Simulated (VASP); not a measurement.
Wanted: the native input for a VASP 6.6.1 run.

* Task: relaxation of cell and atoms
* Functional: LDA
* Potentials or basis: VASP PAW LDA potentials, release 64 (Pb_d, S)
* Cutoff: 600 eV
* k mesh: 7 × 7 × 7
* Occupations: gaussian, width 0.01 eV
* Spin: no spin polarisation
* Dipole correction: no
* Further INCAR settings: ALGO = Normal; EDIFF = 1e-06; IBRION = 2; EDIFFG = -0.1; NSW = 100; ISIF = 3

The structure of PbS (Galena) lies in POSCAR:

```
PbS
1.0
    0.0000000000      2.9657500000      2.9657500000
    2.9657500000      0.0000000000      2.9657500000
    2.9657500000      2.9657500000      0.0000000000
Pb S
1 1
Direct
    0.0000000000      0.0000000000      0.0000000000
    0.5000000000      0.5000000000      0.5000000000
```

One way to write it, as run:

INCAR

```
PREC = Accurate
ENCUT = 600
EDIFF = 1E-6
ISMEAR = 0
SIGMA = 0.01
LREAL = F
LASPH = T
NELM = 60
ALGO = Normal
ISIF = 3
LWAVE = F
LCHARG = F
GGA = CA
IBRION = 2
NSW = 100
EDIFFG = -0.1
```

KPOINTS

```
Automatic mesh
0
Gamma
  7 7 7
```

Potentials or basis: VASP PAW LDA potentials, release 64 (Pb_d, S).

Command:

```bash
$ cat potpaw_LDA.64/Pb_d/POTCAR potpaw_LDA.64/S/POTCAR > POTCAR
$ mpirun -np 1 vasp_std > vasp.out
```

It gave:

```
Relaxed volume                         : 24.98 Å³/atom
Relaxed cell                           : a = 4.134 Å, b = 4.134 Å, c = 4.134 Å, α = 60.00°, β = 60.00°, γ = 60.00°
Space group after relaxing (to 0.05 Å) : Fm-3m (No. 225)
Energy gained by relaxing              : 9.2 meV/atom
Ionic steps                            : 3
Pressure after relaxing                : 0.0 GPa
```

Run time: 28 s on 1 thread of Intel(R) Xeon(R) Platinum 8259CL CPU @ 2.50GHz (Skylake/Cascade Lake) (shared host), peak memory 0.18 GiB.
